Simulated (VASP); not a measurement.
# Hg (Fm-3m) in VASP: single point with PBE+D3(BJ)

Aim: the single point of Hg with PBE+D3(BJ).

Everything below comes from runs of VASP 6.6.1. Logs are shortened: lines on timing, memory, paths and dates and some standing lists are left out, and cuts for length are marked.

**1. The cell of the first run**

It takes space group Fm-3m (No. 225, cubic). Conventional cell: a = 5.726 Å, b = 5.726 Å, c = 5.726 Å, α = 90.00°, β = 90.00°, γ = 90.00°. Hg (site symmetry m-3m) has 12 Hg at 4.05 Å within 5.3 Å.

**2. Single point, PBE+D3(BJ)**

The input, INCAR:

```
PREC = Accurate ; ENCUT = 500
EDIFF = 1E-6 ; ISMEAR = 1
SIGMA = 0.15 ; LREAL = F
LASPH = T ; NELM = 120
ALGO = Normal ; ISIF = 2
LWAVE = F ; LCHARG = F
GGA = PE ; IVDW = 12
NBANDS = 12 ; GGA_COMPAT = F
```

The input, KPOINTS:

```
regular mesh
0
Gamma
  7 7 7
```

The input, POSCAR:

```
Hg
1.0
    0.0000000000      2.8631700000      2.8631700000
    2.8631700000      0.0000000000      2.8631700000
    2.8631700000      2.8631700000      0.0000000000
Hg
1
Direct
    0.0000000000      0.0000000000      0.0000000000
```

Potentials or basis: VASP PAW PBE potentials, release 64 (Hg).

The run is started by

```console
> cat potpaw_PBE.64/Hg/POTCAR > POTCAR
> mpirun -np 1 vasp_std > vasp.out
```

OUTCAR:

```text
PREC = Accurate
   ENCUT = 500
   EDIFF = 1E-6
   ISMEAR = 1
   LREAL = F
   LASPH = T
   NELM = 120
   ISIF = 2
   GGA = PE
   IVDW = 12
 IVDW          = 12

 ion  position               nearest neighbor table
   1  0.000  0.000  0.000-

  LATTYP: Found a face centered cubic cell.
 ALAT       =     5.7263400000

  Lattice vectors:

 A1 = (   0.0000000000,   2.8631700000,   2.8631700000)
 A2 = (   2.8631700000,   0.0000000000,   2.8631700000)
 A3 = (   2.8631700000,   2.8631700000,   0.0000000000)

Analysis of symmetry for initial positions (statically):
=====================================================================
 Subroutine PRICEL returns:
 Original cell was already a primitive cell.

 Routine SETGRP: Setting up the symmetry group for a
 face centered cubic supercell.

 Subroutine GETGRP returns: Found 48 space group operations
 (whereof 48 operations were pure point group operations)
 out of a pool of 48 trial point group operations.

The static configuration has the point symmetry O_h .

Analysis of symmetry for dynamics (positions and initial velocities):
=====================================================================
 Subroutine PRICEL returns:
 Original cell was already a primitive cell.

 Routine SETGRP: Setting up the symmetry group for a
 face centered cubic supercell.

 Subroutine GETGRP returns: Found 48 space group operations
 (whereof 48 operations were pure point group operations)
 out of a pool of 48 trial point group operations.

The dynamic configuration has the point symmetry O_h .

 Subroutine INISYM returns: Found 48 space group operations
 (whereof 48 operations are pure point group operations),
 and found     1 'primitive' translations

----------------------------------------------------------------------------------------

                                     Primitive cell

  volume of cell :      46.9431

  direct lattice vectors                    reciprocal lattice vectors
     0.000000000  2.863170000  2.863170000    -0.174631615  0.174631615  0.174631615
     2.863170000  0.000000000  2.863170000     0.174631615 -0.174631615  0.174631615
     2.863170000  2.863170000  0.000000000     0.174631615  0.174631615 -0.174631615

  length of vectors
     4.049133845  4.049133845  4.049133845     0.302470829  0.302470829  0.302470829

  position of ions in fractional coordinates (direct lattice)
     0.000000000  0.000000000  0.000000000

  ion indices of the primitive-cell ions
   primitive index   ion index
                 1           1

----------------------------------------------------------------------------------------

 KPOINTS: regular mesh

Automatic generation of k-mesh.
 Grid dimensions read from file:
 generate k-points for:    7    7    7

 Generating k-lattice:

  Cartesian coordinates                     Fractional coordinates (reciprocal lattice)
    -0.024947374  0.024947374  0.024947374     0.142857143  0.000000000  0.000000000
     0.024947374 -0.024947374  0.024947374     0.000000000  0.142857143  0.000000000
     0.024947374  0.024947374 -0.024947374     0.000000000  0.000000000  0.142857143

  Length of vectors
     0.043210118  0.043210118  0.043210118

  Shift w.r.t. Gamma in fractional coordinates (k-lattice)
     0.000000000  0.000000000  0.000000000

 Subroutine IBZKPT returns following result:
 ===========================================

 Found     20 irreducible k-points:

 Following reciprocal coordinates:
            Coordinates               Weight
  0.000000  0.000000  0.000000      1.000000
  0.142857  0.000000  0.000000      8.000000
  0.285714  0.000000  0.000000      8.000000
  0.428571  0.000000  0.000000      8.000000
  0.142857  0.142857  0.000000      6.000000
  0.285714  0.142857  0.000000     24.000000
[... 12 lines left out ...]
 -0.428571  0.428571  0.142857     24.000000
 -0.285714  0.428571  0.142857     24.000000
   k-points           NKPTS =     20   k-points in BZ     NKDIM =     20   number of bands    NBANDS=     12
   number of dos      NEDOS =    301   number of ions     NIONS =      1
   total plane-waves  NPLWV =  27000
   dimension x,y,z NGX =    30 NGY =   30 NGZ =   30
   dimension x,y,z NGXF=    60 NGYF=   60 NGZF=   60
   ions per type =               1
   NGX,Y,Z   is equivalent  to a cutoff of  12.32, 12.32, 12.32 a.u.
   NGXF,Y,Z  is equivalent  to a cutoff of  24.63, 24.63, 24.63 a.u.
 SYSTEM =  unknown system
   PREC   = accura    normal or accurate (medium, high low for compatibility)
   ISTART =      0    job   : 0-new  1-cont  2-samecut
   ICHARG =      2    charge: 1-file 2-atom 10-const
   ISPIN  =      1    spin polarized calculation?
   LNONCOLLINEAR =      F non collinear calculations
   LSORBIT =      F    spin-orbit coupling
   LASPH  =      T    aspherical Exc in radial PAW
   ENCUT  =  500.0 eV  36.75 Ry    6.06 a.u.   7.38  7.38  7.38*2*pi/ulx,y,z
   NELM   =    120;   NELMIN=  2; NELMDL= -5     # of ELM steps
   EDIFF  = 0.1E-05   stopping-criterion for ELM
   LREAL  =      F    real-space projection
   EDIFFG = 0.1E-04   stopping-criterion for IOM
   NSW    =      0    number of steps for IOM
   IBRION =     -1    ionic relax: 0-MD 1-quasi-New 2-CG
   NFREE  =      0    steps in history (QN), initial steepest desc. (CG)
   ISIF   =      2    stress and relaxation
   ISYM   =      2    0-nonsym 1-usesym 2-fastsym
   POTIM  = 0.5000    time-step for ionic-motion
   TEBEG  =    0.0;   TEEND  =   0.0 temperature during run
   PSTRESS=    0.0 pullay stress
   NELECT =      12.0000    total number of electrons
   NUPDOWN=      -1.0000    fix difference up-down
   EMIN   =  10.00;   EMAX   =-10.00  energy-range for DOS
   EFERMI =   0.00;   METHOD = LEGACY
   ISMEAR =     1;   SIGMA  =   0.15  broadening in eV -4-tet -1-fermi 0-gaus
   EFERMI_NEDOS =   21; number of points for ismear=-14 and -15
   IALGO  =     38    algorithm
   IMIX   =      4    mixing-type and parameters
     AMIX     =   0.40;   BMIX     =  1.00
     AMIX_MAG =   1.60;   BMIX_MAG =  1.00
  volume/ion in A,a.u.               =      46.94       316.79
  Fermi-wavevector in a.u.,A,eV,Ry     =   1.038990  1.963407 14.687497  1.079501
  Thomas-Fermi vector in A             =   2.173500
   LORBIT       =      0    0 simple, 1 ext, 2 COOP (PROOUT), +10 PAW based schemes
   GGA     = PE    functional components
   LHFCALC =     F    Hartree Fock is set to
   AEXX    =    0.0000 exact exchange contribution
   IVDW    =    12    specifies the selected vdW correction
   LEPSILON=     F    determine dielectric tensor
   LRPA    =     F    only Hartree local field effects (RPA)
 non-spin polarized calculation
 Methfessel and Paxton  Order N= 1 SIGMA  =   0.15
  energy-cutoff  :      500.00
  volume of cell :       46.94
 maximum number of plane-waves:      1243
 NGX is ok and might be reduce to    30
   NGX = 15   NGY = 15   NGZ = 15

 number of electron      12.0000002 magnetization

 Free energy of the ion-electron system (eV)
  ---------------------------------------------------
  ext. energy  EPLUGINS =         0.00000000
  ---------------------------------------------------
  free energy    TOTEN  =        -0.13001505 eV

  energy without entropy =       -0.13113799  energy(sigma->0) =       -0.13038937

 E-fermi :  -2.3501     XC(G=0):  -7.4064

 val. band max:       -2.4432930256   @ k =  -0.4286   0.4286   0.0000
 cond. band min:       0.0496415293   @ k =  -0.4286   0.1429   0.0000
 fundamental gap:      2.4929345549
 Fermi energy:        -2.3501089461

 k-point     1 :       0.0000    0.0000    0.0000
  band No.  band energies     occupation
      1      -6.7407      2.00000
      2      -6.7407      2.00000
      3      -6.7407      2.00000
      4      -6.6090      2.00000
      5      -6.6090      2.00000
      6      -5.9889      2.00000
      7       8.0913      0.00000
      8       8.0913      0.00000
      9       8.0913      0.00000
     10      10.5263      0.00000
     11      10.7514      0.00000
     12      12.4186      0.00000

 k-point     2 :       0.1429    0.0000    0.0000
  band No.  band energies     occupation
      1      -6.7519      2.00000
      2      -6.7184      2.00000
      3      -6.7184      2.00000
      4      -6.6086      2.00000
      5      -6.6086      2.00000
      6      -5.7012      2.00000
      7       5.6331      0.00000
      8       7.7960      0.00000
      9       7.7960      0.00000
     10      10.0419      0.00000
     11      12.0540      0.00000
     12      12.9027      0.00000

 k-point     3 :       0.2857    0.0000    0.0000
  band No.  band energies     occupation
      1      -6.7978      2.00000
      2      -6.7130      2.00000
      3      -6.7130      2.00000
      4      -6.5611      2.00000
      5      -6.5611      2.00000
      6      -4.8382      2.00000
      7       2.5059      0.00000
      8       7.2547      0.00000
      9       7.2547      0.00000
     10       9.6232      0.00000
     11      11.3571      0.00000
     12      12.0803      0.00000
[... 226 lines left out ...]
 k-point    19 :      -0.4286    0.4286    0.1429
  band No.  band energies     occupation
      1      -6.8315      2.00000
      2      -6.7990      2.00000
      3      -6.5852      2.00000
      4      -6.5223      2.00000
      5      -6.4707      2.00000
      6      -2.7435      2.00132
      7       1.1775      0.00000
      8       3.1997      0.00000
      9       3.7183      0.00000
     10       8.9066      0.00000
     11       9.9268      0.00000
     12      13.9472      0.00000

 k-point    20 :      -0.2857    0.4286    0.1429
  band No.  band energies     occupation
      1      -6.7917      2.00000
      2      -6.7171      2.00000
      3      -6.6533      2.00000
      4      -6.5760      2.00000
      5      -6.4720      2.00000
      6      -2.5219      2.06877
      7       1.5923      0.00000
      8       1.7639      0.00000
      9       3.8960      0.00000
     10       9.6349      0.00000
     11      12.3492      0.00000
     12      13.1460      0.00000

------------------------ aborting loop because EDIFF is reached ----------------------------------------

 Edisp (eV)   -0.22489

 E8    (eV) :    -0.1045

  FORCE on cell =-STRESS in cart. coord.  units (eV):
  Direction    XX          YY          ZZ          XY          YZ          ZX
  --------------------------------------------------------------------------------------
  -------------------------------------------------------------------------------------
  Total      -0.40938    -0.40938    -0.40938    -0.00000     0.00000     0.00000
  in kB     -13.97224   -13.97224   -13.97224    -0.00000     0.00000     0.00000
  external pressure =      -13.97 kB  Pullay stress =        0.00 kB

 VOLUME and BASIS-vectors are now :
 -----------------------------------------------------------------------------
  energy-cutoff  :      500.00
  volume of cell :       46.94
      direct lattice vectors                 reciprocal lattice vectors
     0.000000000  2.863170000  2.863170000    -0.174631615  0.174631615  0.174631615
     2.863170000  0.000000000  2.863170000     0.174631615 -0.174631615  0.174631615
     2.863170000  2.863170000  0.000000000     0.174631615  0.174631615 -0.174631615

 POSITION                                       TOTAL-FORCE (eV/Angst)
 -----------------------------------------------------------------------------------
      0.00000      0.00000      0.00000         0.000000      0.000000      0.000000
 -----------------------------------------------------------------------------------
    total drift:                                0.000000     -0.000000      0.000000

  FREE ENERGIE OF THE ION-ELECTRON SYSTEM (eV)
  ---------------------------------------------------
  free  energy   TOTEN  =        -0.3549008647 eV

  energy  without entropy=       -0.3560238018  energy(sigma->0) =       -0.35527518
```

Wall time 5.5 s (1 thread of Intel Xeon Platinum 8488C (Sapphire Rapids), shared host); peak memory 0.17 GiB.

What came out:

| Quantity | Value |
| --- | --- |
| Free energy | -0.3549 eV |
| Pressure | -1.4 GPa |
| Band gap on the k mesh | 2.49 eV, indirect (least direct gap 3.09 eV) |
| Dispersion energy per atom | -0.225 eV |

Caveat: spin-orbit coupling is left out, which moves the levels of the heavy elements.
